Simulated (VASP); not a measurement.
NaF:

```
Na F
1.0
     3.94201    0.00000    0.00000
    -1.97100    3.41388    0.00000
     0.00000    0.00000    4.65561
Na F
2 2
Cartesian
  0.0000 2.2759 -0.2910
  1.9710 1.1380 2.0368
  0.0000 2.2759 2.0368
  1.9710 1.1380 4.3646
```

* Program: VASP 6.6.1
* Task: relaxation of cell and atoms
* Functional: LDA
* Potentials or basis: VASP PAW LDA potentials, release 64 (Na_pv, F)
* Cutoff: 600 eV
* k mesh: 6 × 6 × 6
* Occupations: fermi-dirac, width 0.02 eV
* Spin: no spin polarisation

At the start: pressure -4.6 GPa; volume 15.66 Å³/atom.

How do energy, volume and symmetry change on relaxing?

Over 9 steps the energy falls by 29.5 meV/atom and the volume is 13.83 Å³/atom (-11.7 %); space group P6_3/mmc (No. 194, to 0.1 Å) before and after.

The path:
```
step  energy change (eV)  largest force (eV/Å)  pressure (GPa)  volume (Å³)
   1              0.0000                0.0000           -4.56        62.65
   2             -0.0899                0.0000           -2.52        58.70
   3             -0.1174                0.0000           -0.34        55.76
   4             -0.1178                0.0000            0.00        55.36
   5             -0.1177                0.0000           -0.13        55.50
   6             -0.1179                0.0000           -0.13        55.47
   7             -0.1179                0.0000           -0.08        55.39
   8             -0.1180                0.0000           -0.10        55.44
   9             -0.1180                0.0000            0.00        55.34
```

Final structure:
```
CELL_PARAMETERS angstrom
3.78678 0.00000 0.00000
-1.89339 3.27945 0.00000
0.00000 0.00000 4.45595
ATOMIC_POSITIONS crystal
Na 0.33333 0.66667 0.93750
Na 0.66667 0.33333 0.43750
F 0.33333 0.66667 0.43750
F 0.66667 0.33333 0.93750
```

Caveat: the structure was generated, so it needn't be the stable form of NaF.
